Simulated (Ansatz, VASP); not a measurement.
**Two plane-wave programs on CdI2**

Contents of INCAR:

```
ALGO = Normal
EDIFF = 1E-6
ENCUT = 500
GGA = PE
GGA_COMPAT = F
ISIF = 2
ISMEAR = -1
LASPH = T
LCHARG = F
LREAL = F
LWAVE = F
NBANDS = 20
NELM = 120
PREC = Accurate
SIGMA = 0.02
```

The input KPOINTS:

```
k-points
0
Gamma
  12 12 4
```

POSCAR

```
CdI2
1.0
    4.2470087270      0.0000000000      0.0000000000
   -2.1235043635      3.6780174477      0.0000000000
    0.0000000000      0.0000000000      6.6881744112
Cd I
1 2
Direct
    0.0000000000      0.0000000000      0.0000000000
    0.3333333333      0.6666666667      0.2549893080
    0.6666666667      0.3333333333      0.7450106920
```

Input for Ansatz:

```yaml
crystal:
  lattice:
    - [4.247008727, 0.0, 0.0]
    - [-2.1235043635, 3.6780174477, 0.0]
    - [0.0, 0.0, 6.6881744112]
  atoms:
    - { symbol: Cd, position: [0.0, 0.0, 0.0] }
    - { symbol: I, position: [0.3333333333, 0.6666666667, 0.254989308] }
    - { symbol: I, position: [0.6666666667, 0.3333333333, 0.745010692] }
kpoints:
  mp_grid: { grid: [12, 12, 4] }
  band_path:
    path:
      - [0.0, 0.0, 0.0]
      - [0.5, 0.0, 0.0]
      - [0.3333333333, 0.3333333333, 0.0]
      - [0.0, 0.0, 0.5]
      - [0.5, 0.0, 0.5]
      - [0.3333333333, 0.3333333333, 0.5]
      - [-0.078125, 0.15625, 0.0]
      - [0.0, 0.442708, 0.346354]
    npoints: 1
hamiltonian:
  xc: pbe
scf:
  occupations: { method: fermi_dirac, width: 0.02 }
  n_extra_bands: 4
output:
  forces: true
  stress: true
  eigenvalues: true
```

Change from the starting cell: uniaxial_z strain -3.0%.

Alike in both runs: task single point; functional PBE; k mesh 12 × 12 × 4; occupations fermi-dirac, width 0.02 eV; no spin polarisation.

|  | VASP | Ansatz |
| --- | --- | --- |
| version | VASP 6.6.1 | Ansatz 0.2.0 |
| potentials or method | VASP PAW PBE potentials, release 64 (Cd, I) | plane waves, PAW |
| plane-wave cutoff (eV) | 500 | 420 |
| valence electrons in the cell | 26 | 54 |

```csv
,VASP,Ansatz,Ansatz less VASP
gap on the k mesh at the Fermi level (eV),2.35,2.36,+0.012
pressure (GPa),2.2,2.1,-0.13
"traceless stress, the component that is largest in VASP (GPa)",0.21,0.22,+0.012
rms of the force components (eV/Å),0.046,0.036,-0.0103
```

Atom by atom the forces differ by 0.010 eV/Å (rms over components). The functional is the same, so the differences come from potentials, cutoffs and numerics. VASP's potentials hold 26 valence electrons a cell and Ansatz's 54, so a difference there can come from the potentials and not from the codes.

Spin-orbit coupling is off throughout.
